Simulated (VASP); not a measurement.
# Ta (Im-3m) in VASP: further runs

Runs on Ta. Level: LDA. Tasks: single point.

Program: VASP 6.6.1. These are calculated values, not measurements. Logs are shortened: lines on timing, memory, paths and dates and some standing lists are left out, and cuts for length are marked.

## (1) The cell of the first run

It takes space group Im-3m (No. 229, cubic). The conventional cell has a = 3.303 Å, b = 3.303 Å, c = 3.303 Å, α = 90.00°, β = 90.00°, γ = 90.00°. Ta (site symmetry m-3m) has 14 Ta at 2.86 to 3.30 Å within 3.8 Å.

## (2) Single point, LDA

INCAR

```
SYSTEM = Ta
  PREC = Accurate
  ENCUT = 520
  EDIFF = 1E-6
  ISMEAR = -1
  SIGMA = 0.1
  LREAL = .False.
  LASPH = .True.
  NELM = 60
  ALGO = Normal
  ISIF = 2
  LWAVE = .False.
  LCHARG = .False.
  GGA = CA
  NBANDS = 12
```

KPOINTS

```
Automatic mesh
0
Gamma
  15 15 15
  0 0 0
```

POSCAR

```
Ta
1.0
   -1.6512800000      1.6512800000      1.6512800000
    1.6512800000     -1.6512800000      1.6512800000
    1.6512800000      1.6512800000     -1.6512800000
Ta
1
Direct
    0.0000000000      0.0000000000      0.0000000000
```

Potentials or basis: VASP PAW LDA potentials, release 64 (Ta_pv).

The run is started by

```
$ cat potpaw_LDA.64/Ta_pv/POTCAR > POTCAR
$ mpirun -np 1 vasp_std > vasp.out
```

OUTCAR:

```text
SYSTEM = Ta
   PREC = Accurate
   ENCUT = 520
   EDIFF = 1E-6
   ISMEAR = -1
   LREAL = .False.
   LASPH = .True.
   NELM = 60
   ISIF = 2
   GGA = CA

 ion  position               nearest neighbor table
   1  0.000  0.000  0.000-

  LATTYP: Found a body centered cubic cell.
 ALAT       =     3.3025600000

  Lattice vectors:

 A1 = (  -1.6512800000,   1.6512800000,   1.6512800000)
 A2 = (   1.6512800000,  -1.6512800000,   1.6512800000)
 A3 = (   1.6512800000,   1.6512800000,  -1.6512800000)

Analysis of symmetry for initial positions (statically):
=====================================================================
 Subroutine PRICEL returns:
 Original cell was already a primitive cell.

 Routine SETGRP: Setting up the symmetry group for a
 body centered cubic supercell.

 Subroutine GETGRP returns: Found 48 space group operations
 (whereof 48 operations were pure point group operations)
 out of a pool of 48 trial point group operations.

The static configuration has the point symmetry O_h .

Analysis of symmetry for dynamics (positions and initial velocities):
=====================================================================
 Subroutine PRICEL returns:
 Original cell was already a primitive cell.

 Routine SETGRP: Setting up the symmetry group for a
 body centered cubic supercell.

 Subroutine GETGRP returns: Found 48 space group operations
 (whereof 48 operations were pure point group operations)
 out of a pool of 48 trial point group operations.

The dynamic configuration has the point symmetry O_h .

 Subroutine INISYM returns: Found 48 space group operations
 (whereof 48 operations are pure point group operations),
 and found     1 'primitive' translations

----------------------------------------------------------------------------------------

                                     Primitive cell

  volume of cell :      18.0104

  direct lattice vectors                    reciprocal lattice vectors
    -1.651280000  1.651280000  1.651280000     0.000000000  0.302795407  0.302795407
     1.651280000 -1.651280000  1.651280000     0.302795407  0.000000000  0.302795407
     1.651280000  1.651280000 -1.651280000     0.302795407  0.302795407  0.000000000

  length of vectors
     2.860100858  2.860100858  2.860100858     0.428217371  0.428217371  0.428217371

  position of ions in fractional coordinates (direct lattice)
     0.000000000  0.000000000  0.000000000

  ion indices of the primitive-cell ions
   primitive index   ion index
                 1           1

----------------------------------------------------------------------------------------

 KPOINTS: Automatic mesh

Automatic generation of k-mesh.
 Grid dimensions read from file:
 generate k-points for:   15   15   15

 Generating k-lattice:

  Cartesian coordinates                     Fractional coordinates (reciprocal lattice)
     0.000000000  0.020186360  0.020186360     0.066666667  0.000000000  0.000000000
     0.020186360  0.000000000  0.020186360     0.000000000  0.066666667  0.000000000
     0.020186360  0.020186360  0.000000000     0.000000000  0.000000000  0.066666667

  Length of vectors
     0.028547825  0.028547825  0.028547825

  Shift w.r.t. Gamma in fractional coordinates (k-lattice)
     0.000000000  0.000000000  0.000000000

 Subroutine IBZKPT returns following result:
 ===========================================

 Found    120 irreducible k-points:

 Following reciprocal coordinates:
            Coordinates               Weight
  0.000000  0.000000  0.000000      1.000000
  0.066667  0.000000  0.000000     12.000000
  0.133333  0.000000  0.000000     12.000000
  0.200000  0.000000  0.000000     12.000000
  0.266667  0.000000  0.000000     12.000000
  0.333333  0.000000  0.000000     12.000000
[... 16 lines left out ...]
  0.333333  0.200000  0.000000     48.000000
  0.400000  0.200000  0.000000     24.000000
 [... further k-points ...]
   k-points           NKPTS =    120   k-points in BZ     NKDIM =    120   number of bands    NBANDS=     12
   number of dos      NEDOS =    301   number of ions     NIONS =      1
   total plane-waves  NPLWV =  13824
   dimension x,y,z NGX =    24 NGY =   24 NGZ =   24
   dimension x,y,z NGXF=    48 NGYF=   48 NGZF=   48
   ions per type =               1
   NGX,Y,Z   is equivalent  to a cutoff of  13.95, 13.95, 13.95 a.u.
   NGXF,Y,Z  is equivalent  to a cutoff of  27.90, 27.90, 27.90 a.u.
 SYSTEM =  Ta
   PREC   = accura    normal or accurate (medium, high low for compatibility)
   ISTART =      0    job   : 0-new  1-cont  2-samecut
   ICHARG =      2    charge: 1-file 2-atom 10-const
   ISPIN  =      1    spin polarized calculation?
   LNONCOLLINEAR =      F non collinear calculations
   LSORBIT =      F    spin-orbit coupling
   LASPH  =      T    aspherical Exc in radial PAW
   ENCUT  =  520.0 eV  38.22 Ry    6.18 a.u.   5.32  5.32  5.32*2*pi/ulx,y,z
   NELM   =     60;   NELMIN=  2; NELMDL= -5     # of ELM steps
   EDIFF  = 0.1E-05   stopping-criterion for ELM
   LREAL  =      F    real-space projection
   EDIFFG = 0.1E-04   stopping-criterion for IOM
   NSW    =      0    number of steps for IOM
   IBRION =     -1    ionic relax: 0-MD 1-quasi-New 2-CG
   NFREE  =      0    steps in history (QN), initial steepest desc. (CG)
   ISIF   =      2    stress and relaxation
   ISYM   =      2    0-nonsym 1-usesym 2-fastsym
   POTIM  = 0.5000    time-step for ionic-motion
   TEBEG  =    0.0;   TEEND  =   0.0 temperature during run
   PSTRESS=    0.0 pullay stress
   NELECT =      11.0000    total number of electrons
   NUPDOWN=      -1.0000    fix difference up-down
   EMIN   =  10.00;   EMAX   =-10.00  energy-range for DOS
   EFERMI =   0.00;   METHOD = LEGACY
   ISMEAR =    -1;   SIGMA  =   0.10  broadening in eV -4-tet -1-fermi 0-gaus
   EFERMI_NEDOS =   21; number of points for ismear=-14 and -15
   IALGO  =     38    algorithm
   IMIX   =      4    mixing-type and parameters
     AMIX     =   0.40;   BMIX     =  1.00
     AMIX_MAG =   1.60;   BMIX_MAG =  1.00
  volume/ion in A,a.u.               =      18.01       121.54
  Fermi-wavevector in a.u.,A,eV,Ry     =   1.388988  2.624806 26.249534  1.929286
  Thomas-Fermi vector in A             =   2.513061
   LORBIT       =      0    0 simple, 1 ext, 2 COOP (PROOUT), +10 PAW based schemes
   GGA     = CA    functional components
   LHFCALC =     F    Hartree Fock is set to
   AEXX    =    0.0000 exact exchange contribution
   IVDW    =     0    specifies the selected vdW correction
   LEPSILON=     F    determine dielectric tensor
   LRPA    =     F    only Hartree local field effects (RPA)
 non-spin polarized calculation
  energy-cutoff  :      520.00
  volume of cell :       18.01
 maximum number of plane-waves:       494
 NGX is ok and might be reduce to    24
   NGX = 11   NGY = 11   NGZ = 11

 number of electron      11.0000002 magnetization

 Free energy of the ion-electron system (eV)
  ---------------------------------------------------
  ext. energy  EPLUGINS =         0.00000000
  ---------------------------------------------------
  free energy    TOTEN  =       -12.82974976 eV

  energy without entropy =      -12.78630812  energy(sigma->0) =      -12.80802894

 E-fermi :   5.4202     XC(G=0): -12.7959

 val. band max:        5.3905111332   @ k =  -0.2667   0.2667   0.1333
 cond. band min:       5.4452865998   @ k =   0.3333   0.0000   0.0000
 fundamental gap:      0.0547754666
 Fermi energy:         5.4202028120

 k-point     1 :       0.0000    0.0000    0.0000
  band No.  band energies     occupation
      1     -27.4964      2.00000
      2     -27.4964      2.00000
      3     -27.4964      2.00000
      4      -2.4428      2.00000
      5       6.0719      0.00295
      6       6.0719      0.00295
      7       6.0719      0.00295
      8       9.3285      0.00000
      9       9.3285      0.00000
     10      19.0922      0.00000
     11      20.4765      0.00000
     12      20.4765      0.00000

 k-point     2 :       0.0667    0.0000    0.0000
  band No.  band energies     occupation
      1     -27.5529      2.00000
      2     -27.5138      2.00000
      3     -27.4968      2.00000
      4      -2.2430      2.00000
      5       5.9442      0.01054
      6       6.0359      0.00423
      7       6.2671      0.00042
      8       9.1246      0.00000
      9       9.3294      0.00000
     10      19.0920      0.00000
     11      20.6540      0.00000
     12      20.8240      0.00000

 k-point     3 :       0.1333    0.0000    0.0000
  band No.  band energies     occupation
      1     -27.7098      2.00000
      2     -27.5625      2.00000
      3     -27.4977      2.00000
      4      -1.6745      2.00000
      5       5.6045      0.27329
      6       5.8710      0.02181
      7       6.8443      0.00000
      8       8.7633      0.00000
      9       9.3473      0.00000
     10      19.0916      0.00000
     11      21.0528      0.00000
     12      21.8194      0.00000
[... 286 lines left out ...]
 k-point    23 :       0.3333    0.2000    0.0000
  band No.  band energies     occupation
      1     -28.5312      2.00000
      2     -28.0226      2.00000
      3     -27.6170      2.00000
      4       2.1669      2.00000
      5       4.0046      2.00000
      6       5.2827      1.59629
      7       9.0520      0.00000
      8      10.2853      0.00000
      9      14.2513      0.00000
     10      16.0368      0.00000
     11      19.0989      0.00000
     12      19.5815      0.00000

 k-point    24 :       0.4000    0.2000    0.0000
  band No.  band energies     occupation
      1     -28.5500      2.00000
      2     -28.0554      2.00000
      3     -27.6193      2.00000
      4       2.1791      2.00000
      5       3.9948      2.00000
      6       5.5208      0.53560
      7       9.0777      0.00000
      8      10.4715      0.00000
      9      14.9255      0.00000
     10      15.3256      0.00000
     11      19.0796      0.00000
     12      19.1090      0.00000

 [... further k-points ...]
[... 5 lines left out ...]
  --------------------------------------------------------------------------------------
  -------------------------------------------------------------------------------------
  Total       -0.9245460     -0.9245460     -0.9245460     -0.0000000     -0.0000000     -0.0000000
  in kB      -82.2464137    -82.2464137    -82.2464137     -0.0000000     -0.0000000     -0.0000000
  external PRESSURE =     -82.2464137 kB  Pullay stress =       0.0000000 kB

 VOLUME and BASIS-vectors are now :
 -----------------------------------------------------------------------------
  energy-cutoff  :      520.00
  volume of cell :       18.01
      direct lattice vectors                 reciprocal lattice vectors
    -1.651280000  1.651280000  1.651280000     0.000000000  0.302795407  0.302795407
     1.651280000 -1.651280000  1.651280000     0.302795407  0.000000000  0.302795407
     1.651280000  1.651280000 -1.651280000     0.302795407  0.302795407  0.000000000

 POSITION                                       TOTAL-FORCE (eV/Angst)
 -----------------------------------------------------------------------------------
      0.00000      0.00000      0.00000         0.000000      0.000000      0.000000
 -----------------------------------------------------------------------------------
    total drift:                                0.000000      0.000000      0.000000

  FREE ENERGIE OF THE ION-ELECTRON SYSTEM (eV)
  ---------------------------------------------------
  free  energy   TOTEN  =       -12.8297497579 eV

  energy  without entropy=      -12.7863081236  energy(sigma->0) =      -12.80802894
```

It took 27 s on 1 thread of AMD EPYC 7R43 (Zen 3), shared host; peak memory 0.11 GiB.

What came out:

* Free energy: -12.8297 eV
* Pressure: -8.2 GPa

Caveat: spin-orbit coupling is left out, which moves the levels of the heavy elements.

## (3) Single point, LDA

INCAR

```
SYSTEM = Ta
PREC     = Accurate       ! precision mode
ENCUT    = 520            ! plane-wave cutoff, eV
EDIFF    = 1E-6           ! SCF threshold, eV
ISMEAR   = -1             ! smearing method
SIGMA    = 0.1            ! smearing width, eV
LREAL    = .FALSE.        ! projectors in reciprocal space
LASPH    = .TRUE.         ! aspherical terms in the spheres
NELM     = 80             ! most SCF steps
ALGO     = Normal         ! electronic algorithm
ISIF     = 2              ! what is computed and relaxed
LWAVE    = .FALSE.        ! write WAVECAR
LCHARG   = .FALSE.        ! write CHGCAR
GGA      = CA             ! functional
NBANDS   = 12             ! bands
```

KPOINTS

```
regular mesh
0
G
  18 18 18
  0 0 0
```

POSCAR is that of step 2.

Potentials or basis: VASP PAW LDA potentials, release 64 (Ta_pv).

The run is started by

```
$ cat potpaw_LDA.64/Ta_pv/POTCAR > POTCAR
$ mpirun -np 1 vasp_std > vasp.out
```

Run time: 41 s. Hardware: 1 thread of AMD EPYC 7R43 (Zen 3), shared host; peak memory 0.12 GiB.

It converged, with:

- Free energy: -12.8309 eV
- Pressure: -8.2 GPa

Levels at points of the mesh, in eV from the Fermi level:
| k point | band 1 | band 2 | band 3 | band 4 | band 5 | band 6 | band 7 | band 8 | band 9 | band 10 |
| --- | --- | --- | --- | --- | --- | --- | --- | --- | --- | --- |
| (0.00, 0.00, 0.00) | -32.91 | -32.91 | -32.91 | -7.86 | 0.66 | 0.66 | 0.66 | 3.91 | 3.91 | 13.68 |
| (0.50, 0.00, 0.00) | -34.11 | -33.30 | -32.92 | -4.39 | -1.60 | 1.72 | 3.79 | 4.81 | 7.73 | 11.67 |
| (0.50, 0.50, 0.50) | -33.75 | -33.75 | -33.75 | -3.83 | -3.83 | 6.77 | 6.77 | 6.77 | 8.73 | 8.73 |

Caveat: spin-orbit coupling is left out, which moves the levels of the heavy elements.
